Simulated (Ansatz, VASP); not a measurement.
## Rb: VASP beside Ansatz

File INCAR:

```
SYSTEM = Rb
PREC = Accurate ; ENCUT = 520
EDIFF = 1E-6 ; ISMEAR = -1
SIGMA = 0.03 ; LREAL = .FALSE.
LASPH = .TRUE. ; NELM = 60
ALGO = Normal ; ISIF = 2
LWAVE = .FALSE. ; LCHARG = .FALSE.
GGA = PE ; NBANDS = 10
```

The input KPOINTS:

```
Automatic mesh
0
G
  11 11 11
  0 0 0
```

POSCAR

```
Rb
1.0
    0.0000000000      3.6120790907      3.5042603494
    3.6120790907      0.0000000000      3.5042603494
    3.6120790907      3.6120790907      0.0000000000
Rb
1
Direct
    0.0000000000      0.0000000000      0.0000000000
```

Input for Ansatz:

```yaml
crystal:
  lattice:
    - [0.0, 3.6120790907, 3.5042603494]
    - [3.6120790907, 0.0, 3.5042603494]
    - [3.6120790907, 3.6120790907, 0.0]
  atoms:
    - { symbol: Rb, position: [0.0, 0.0, 0.0] }
kpoints:
  mp_grid: { grid: [11, 11, 11] }
scf:
  occupations: { method: fermi_dirac, width: 0.03 }
hamiltonian:
  xc: pbe
  pseudopotentials: { kind: all_electron, lapw: { basis_error: 0.0005 } }
output:
  forces: true
  stress: true
  eigenvalues: true
```

Change from the starting cell: z stretched by -2 % at fixed volume.

Alike in both runs: task single point; functional PBE; k mesh 11 × 11 × 11; occupations fermi-dirac, width 0.03 eV; no spin polarisation.

|  | VASP | Ansatz |
| --- | --- | --- |
| version | VASP 6.6.1 | Ansatz 0.2.0 |
| potentials or method | VASP PAW PBE potentials, release 64 (Rb_sv), cutoff 520 eV | all-electron LAPW, scalar-relativistic |

|  | VASP | Ansatz | Ansatz less VASP |
| --- | --- | --- | --- |
| pressure (GPa) | 0.0 | 0.0 | 0.00 |

Ansatz ran all-electron here, and VASP with PAW potentials.
